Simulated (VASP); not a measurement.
A run of VASP 6.6.1:

File POSCAR:

```
BiP
1.0
    3.5737580947      0.0000000000      0.0000000000
    0.0000000000      3.5737580947      0.0000000000
    0.0000000000      0.0000000000      3.5737580947
Bi P
1 1
Direct
    0.0000000000      0.0000000000      0.0000000000
    0.5000000000      0.5000000000      0.5000000000
```

Contents of INCAR.step1:

```
SYSTEM = BiP
PREC = Accurate
ENCUT = 520
ISMEAR = 0
SIGMA = 0.05
LREAL = .FALSE.
LASPH = .TRUE.
NELM = 100
NBANDS = 17
GGA = PE
ALGO = Normal
EDIFF = 1E-4
LWAVE = .TRUE.
LCHARG = .FALSE.
```

The input INCAR.step2:

```
SYSTEM = BiP
PREC = Accurate
ENCUT = 520
EDIFF = 1E-7
ISMEAR = 0
SIGMA = 0.05
LREAL = .FALSE.
LASPH = .TRUE.
NELM = 100
ALGO = Normal
ISIF = 2
LWAVE = .FALSE.
LCHARG = .FALSE.
METAGGA = R2SCAN
LMIXTAU = .TRUE.
NBANDS = 17
ISTART = 1
```

Contents of KPOINTS:

```
regular mesh
0
G
  10 10 10
  0 0 0
```

Potentials or basis: VASP PAW PBE potentials, release 64 (Bi_d, P).

Run with:

```bash
$ cat potpaw_PBE.64/Bi_d/POTCAR potpaw_PBE.64/P/POTCAR > POTCAR
$ cp INCAR.step1 INCAR
$ mpirun -np 1 vasp_std > vasp.out
$ cp INCAR.step2 INCAR
$ mpirun -np 1 vasp_std > vasp.out
```

Hardware: 1 thread of Intel(R) Xeon(R) 6975P-C (Granite Rapids), on a shared host.

Task: How long does it take, and how much memory?

Result: It took 66 s on 1 thread of Intel(R) Xeon(R) 6975P-C (Granite Rapids), on a shared host, peak memory 0.18 GiB. Counts: k points 56.
